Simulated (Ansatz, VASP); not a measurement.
**One calculation of ZnS, two programs**

```
CELL_PARAMETERS angstrom
0.00000 2.70465 2.70465
2.70465 0.00000 2.70465
2.70465 2.70465 0.00000
ATOMIC_POSITIONS crystal
Zn 0.00000 0.00000 0.00000
S 0.75000 0.75000 0.75000
```

Alike in both runs: task electric field gradients; functional PBE; k mesh 9 × 9 × 9; occupations fermi-dirac, width 0.01 eV; no spin polarisation.

|  | VASP | Ansatz |
| --- | --- | --- |
| version | VASP 6.6.1 | Ansatz 0.2.0 |
| potentials or method | VASP PAW PBE potentials, release 64 (Zn, S), cutoff 520 eV | PAW with Ansatz's default frozen-core files, scalar-relativistic |
| valence electrons in the cell | 18 | 18 |

```csv
,VASP,Ansatz,Ansatz less VASP
gap on the k mesh at the Fermi level (eV),2.10,2.10,-0.004
pressure (GPa),1.5,1.4,-0.18
```
